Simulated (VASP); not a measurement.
# VN in VASP: relaxation of the atoms with PBEsol

Aim: the relaxation of the atoms of VN with PBEsol.

Program: VASP 6.6.1. These are calculated values, not measurements. Logs are shortened: lines on timing, memory, paths and dates and some standing lists are left out, and cuts for length are marked.

## Step 1: The cell of the first run

The cell holds a slab with vacuum, 8 atoms: a = 2.880 Å, b = 2.880 Å, c = 23.109 Å, α = 90.00°, β = 90.00°, γ = 90.00°.

## Step 2: Relaxation of the atoms, PBEsol

INCAR

```
PREC = Accurate ; ENCUT = 520
EDIFF = 1E-7 ; ISMEAR = 0
SIGMA = 0.1 ; LREAL = False
LASPH = True ; NELM = 60
ALGO = Fast ; ISIF = 2
LWAVE = False ; LCHARG = False
LDIPOL = True ; IDIPOL = 3
DIPOL = 0.5 0.5 0.500 ; GGA = PS
IBRION = 2 ; NSW = 90
EDIFFG = -0.03
```

KPOINTS

```
regular mesh
0
Gamma
  10 10 1
```

POSCAR

```
VN
1.0
    2.8799338672      0.0000000000      0.0000000000
    0.0000000000      2.8799338672      0.0000000000
    0.0000000000      0.0000000000     23.1092623007
V N
4 4
Selective dynamics
Direct
    0.5000000000      0.5000000000      0.3678178857  F F F
    0.0000000000      0.0000000000      0.4559392952  F F F
    0.5000000000      0.5000000000      0.5440607048  T T T
    0.0000000000      0.0000000000      0.6321821143  T T T
    0.0000000000      0.0000000000      0.3678178857  F F F
    0.5000000000      0.5000000000      0.4559392952  F F F
    0.0000000000      0.0000000000      0.5440607048  T T T
    0.5000000000      0.5000000000      0.6321821143  T T T
```

Potentials or basis: VASP PAW PBE potentials, release 64 (V_sv, N).

Started as:

```sh
$ cat potpaw_PBE.64/V_sv/POTCAR potpaw_PBE.64/N/POTCAR > POTCAR
$ mpirun -np 1 vasp_std > vasp.out
```

OUTCAR:

```text
PREC = Accurate
   ENCUT = 520
   EDIFF = 1E-7
   ISMEAR = 0
   LREAL = False
   LASPH = True
   NELM = 60
   ISIF = 2
   GGA = PS
   IBRION = 2
   NSW = 90
   EDIFFG = -0.03

 ion  position               nearest neighbor table
   1  0.500  0.500  0.368-   6 2.04   5 2.04   5 2.04   5 2.04   5 2.04   2 2.88   2 2.88   2 2.88
                             2 2.88
   2  0.000  0.000  0.456-   5 2.04   6 2.04   6 2.04   6 2.04   6 2.04   7 2.04   1 2.88   1 2.88
                             1 2.88   1 2.88   3 2.88   3 2.88   3 2.88   3 2.88
   3  0.500  0.500  0.544-   8 2.04   7 2.04   7 2.04   7 2.04   7 2.04   6 2.04   4 2.88   4 2.88
                             4 2.88   4 2.88   2 2.88   2 2.88   2 2.88   2 2.88
   4  0.000  0.000  0.632-   7 2.04   8 2.04   8 2.04   8 2.04   8 2.04   3 2.88   3 2.88   3 2.88
                             3 2.88
   5  0.000  0.000  0.368-   2 2.04   1 2.04   1 2.04   1 2.04   1 2.04
   6  0.500  0.500  0.456-   1 2.04   2 2.04   2 2.04   2 2.04   2 2.04   3 2.04
   7  0.000  0.000  0.544-   4 2.04   3 2.04   3 2.04   3 2.04   3 2.04   2 2.04
   8  0.500  0.500  0.632-   3 2.04   4 2.04   4 2.04   4 2.04   4 2.04

  LATTYP: Found a simple tetragonal cell.
 ALAT       =     2.8799338672
 C/A-ratio  =     8.0242336687

  Lattice vectors:

 A1 = (   2.8799338672,   0.0000000000,   0.0000000000)
 A2 = (   0.0000000000,   2.8799338672,   0.0000000000)
 A3 = (   0.0000000000,   0.0000000000,  23.1092623007)

Analysis of symmetry for initial positions (statically):
=====================================================================
 Subroutine PRICEL returns:
 Original cell was already a primitive cell.

 Routine SETGRP: Setting up the symmetry group for a
 simple tetragonal supercell.

 Subroutine GETGRP returns: Found 16 space group operations
 (whereof  8 operations were pure point group operations)
 out of a pool of 16 trial point group operations.

The static configuration has the point symmetry C_4v.
 The point group associated with its full space group is D_4h.

Analysis of symmetry for dynamics (positions and initial velocities):
=====================================================================
 Subroutine PRICEL returns:
 Original cell was already a primitive cell.

 Routine SETGRP: Setting up the symmetry group for a
 simple tetragonal supercell.

 Subroutine GETGRP returns: Found 16 space group operations
 (whereof  8 operations were pure point group operations)
 out of a pool of 16 trial point group operations.

The dynamic configuration has the point symmetry C_4v.
[... 170 lines left out ...]
  ---------------------------------------------------
  free energy    TOTEN  =       -80.67834627 eV

  energy without entropy =      -80.64594319  energy(sigma->0) =      -80.66214473

------------------------ aborting loop because EDIFF is reached ----------------------------------------

 vacuum level on the upper side and lower side of the slab       (xc-potential included)        -0.058        -0.055

  FORCE on cell =-STRESS in cart. coord.  units (eV):
  Direction    XX          YY          ZZ          XY          YZ          ZX
  --------------------------------------------------------------------------------------
  -------------------------------------------------------------------------------------
  Total       -6.0436418     -6.0436418     -3.3341552      0.0000000     -0.0000000      0.0000000
  in kB      -50.5193999    -50.5193999    -27.8705331      0.0000000     -0.0000000      0.0000000
  external PRESSURE =     -42.9697777 kB  Pullay stress =       0.0000000 kB
[... 23 lines left out ...]
  FREE ENERGIE OF THE ION-ELECTRON SYSTEM (eV)
  ---------------------------------------------------
  free  energy   TOTEN  =       -80.6783462651 eV

  energy  without entropy=      -80.6459431928  energy(sigma->0) =      -80.66214473

 dipolmoment           0.000000      0.000000     -0.003476 electrons x Angstroem

--------------------------------------- Ionic step        2  -------------------------------------------

 number of electron      71.9999987 magnetization

------------------------ aborting loop because EDIFF is reached ----------------------------------------
[... 73 lines left out ...]
  FREE ENERGIE OF THE ION-ELECTRON SYSTEM (eV)
  ---------------------------------------------------
  free  energy   TOTEN  =       -80.9807420053 eV

  energy  without entropy=      -80.9485203540  energy(sigma->0) =      -80.96463118

[... ionic steps 4 to 9 ...]

--------------------------------------- Ionic step       10  -------------------------------------------

 number of electron      71.9999982 magnetization

------------------------ aborting loop because EDIFF is reached ----------------------------------------
[... 79 lines left out ...]
--------------------------------------- Ionic step       12  -------------------------------------------

 number of electron      71.9999982 magnetization

 dipolmoment           0.000000      0.000000      0.017187 electrons x Angstroem

 Free energy of the ion-electron system (eV)
  ---------------------------------------------------
  ext. energy  EPLUGINS =         0.00000000
  ---------------------------------------------------
  free energy    TOTEN  =       -81.02027374 eV

  energy without entropy =      -80.99058163  energy(sigma->0) =      -81.00542769

 E-fermi :   1.9165     XC(G=0):  -5.7658

 val. band max:        1.8884245339   @ k =   0.2000   0.1000   0.0000
 cond. band min:       1.9448961037   @ k =   0.3000   0.2000   0.0000
 fundamental gap:      0.0564715698
 Fermi energy:         1.9165374468

 k-point     1 :       0.0000    0.0000    0.0000
  band No.  band energies     occupation
      1     -63.1323      2.00000
      2     -63.0806      2.00000
      3     -63.0553      2.00000
      4     -62.9552      2.00000
      5     -37.2284      2.00000
      6     -37.1189      2.00000
[... 955 lines left out ...]
     42       3.3560      0.00000
     43       3.3966      0.00000

------------------------ aborting loop because EDIFF is reached ----------------------------------------

 vacuum level on the upper side and lower side of the slab       (xc-potential included)         0.111        -0.276

  FORCE on cell =-STRESS in cart. coord.  units (eV):
  Direction    XX          YY          ZZ          XY          YZ          ZX
  --------------------------------------------------------------------------------------
  -------------------------------------------------------------------------------------
  Total       -6.8481921     -6.8481921     -2.5193580      0.0000000     -0.0000000      0.0000000
  in kB      -57.2447163    -57.2447163    -21.0595634      0.0000000     -0.0000000      0.0000000
  external PRESSURE =     -45.1829986 kB  Pullay stress =       0.0000000 kB
[... 23 lines left out ...]
  FREE ENERGIE OF THE ION-ELECTRON SYSTEM (eV)
  ---------------------------------------------------
  free  energy   TOTEN  =       -81.0202737449 eV

  energy  without entropy=      -80.9905816309  energy(sigma->0) =      -81.00542769

 reached required accuracy - stopping structural energy minimisation

 vacuum level on the upper side and lower side of the slab         5.773         5.374
```

OSZICAR:

```text
N       E                     dE             d eps       ncg     rms          rms(c)
DAV:   1     0.100259822939E+04    0.10026E+04   -0.44192E+04  2150   0.162E+03
DAV:   2     0.583918007044E+01   -0.99676E+03   -0.98042E+03  2004   0.514E+02
DAV:   3    -0.990952628116E+02   -0.10493E+03   -0.10390E+03  2501   0.156E+02
DAV:   4    -0.102821828701E+03   -0.37266E+01   -0.36992E+01  2244   0.282E+01
[... 244 lines left out ...]
RMM:  14    -0.810202731172E+02   -0.22715E-06   -0.15815E-07   856   0.666E-04    0.311E-04
RMM:  15    -0.810202733100E+02   -0.19280E-06   -0.66169E-08   574   0.453E-04    0.235E-04
RMM:  16    -0.810202735671E+02   -0.25717E-06   -0.86187E-08   547   0.437E-04    0.215E-04
RMM:  17    -0.810202736679E+02   -0.10073E-06   -0.36549E-08   433   0.383E-04    0.167E-04
RMM:  18    -0.810202737449E+02   -0.76992E-07   -0.45380E-08   385   0.368E-04
  12 F= -.81020274E+02 E0= -.81005428E+02  d E =-.509596E-03
```

CONTCAR:

```text
VN
   1.00000000000000
     2.8799338672000001    0.0000000000000000    0.0000000000000000
     0.0000000000000000    2.8799338672000001    0.0000000000000000
     0.0000000000000000    0.0000000000000000   23.1092623006999993
  V               N
     4     4
Selective dynamics
Direct
     0.5000000000000000    0.5000000000000000    0.3678178856999992   F   F   F
     0.0000000000000000    0.0000000000000000    0.4559392951999968   F   F   F
     0.5000000000000000    0.5000000000000000    0.5479315964340237   T   T   T
     0.0000000000000000    0.0000000000000000    0.6275721249761477   T   T   T
     0.0000000000000000    0.0000000000000000    0.3678178856999992   F   F   F
     0.5000000000000000    0.5000000000000000    0.4559392951999968   F   F   F
     0.0000000000000000    0.0000000000000000    0.5454633319867768   T   T   T
     0.5000000000000000    0.5000000000000000    0.6386606002435501   T   T   T

  0.00000000E+00  0.00000000E+00  0.00000000E+00
  0.00000000E+00  0.00000000E+00  0.00000000E+00
  0.00000000E+00  0.00000000E+00  0.00000000E+00
  0.00000000E+00  0.00000000E+00  0.00000000E+00
  0.00000000E+00  0.00000000E+00  0.00000000E+00
  0.00000000E+00  0.00000000E+00  0.00000000E+00
  0.00000000E+00  0.00000000E+00  0.00000000E+00
  0.00000000E+00  0.00000000E+00  0.00000000E+00
```

It took 86 min on 1 thread of Oxide Virtual Turin-like, shared host; peak memory 0.37 GiB.

Results:

* Free energy: -81.0203 eV
* Energy gained by relaxing: 42.7 meV/atom
* Ionic steps: 12
* Band gap on the k mesh: zero (bands 36 and 37 overlap by 1.37 eV)

The path:
```csv
step,energy change (eV),largest force on free atoms (eV/Å),pressure (GPa)
1,0.0000,2.6131,-4.30
2,-0.3024,0.7384,-3.67
3,-0.3024,0.7245,-3.67
4,-0.3331,0.2276,-3.97
5,-0.3375,0.1232,-4.11
6,-0.3388,0.0845,-4.18
7,-0.3398,0.1592,-4.33
8,-0.3405,0.1210,-4.35
9,-0.3414,0.0913,-4.41
10,-0.3414,0.0873,-4.42
11,-0.3416,0.0639,-4.45
12,-0.3419,0.0116,-4.52
```

Final structure:
```
CELL_PARAMETERS angstrom
2.87993 0.00000 0.00000
0.00000 2.87993 0.00000
0.00000 0.00000 23.10926
ATOMIC_POSITIONS crystal
V 0.50000 0.50000 0.36782
V 0.00000 0.00000 0.45594
V 0.50000 0.50000 0.54793
V 0.00000 0.00000 0.62757
N 0.00000 0.00000 0.36782
N 0.50000 0.50000 0.45594
N 0.00000 0.00000 0.54546
N 0.50000 0.50000 0.63866
```

Levels at points of the mesh, in eV from the Fermi level:
```
           k point  band 32  band 33  band 34  band 35  band 36  band 37  band 38  band 39  band 40  band 41
(0.00, 0.00, 0.00)    -2.55    -2.27    -2.27    -2.18    -1.63    -0.88    -0.88    -0.51    -0.33    -0.06
(0.50, 0.00, 0.00)    -4.81     0.23     0.29     0.30     0.33     0.65     0.71     0.77     0.84     1.21
(0.50, 0.50, 0.00)    -3.04    -2.94    -2.94    -1.07    -1.07     0.77     0.77     0.83     0.97     1.39
```

Caveat: the PAW data sets were made with another functional, which shifts forces and pressure a little; the run has no spin polarisation, though such a crystal can be magnetic. With open d or f shells a metallic result of PBEsol can be an artefact of self-interaction; +U or a hybrid may open a gap.

The gap in the log of VASP goes by the Fermi energy; the results here count the filled bands.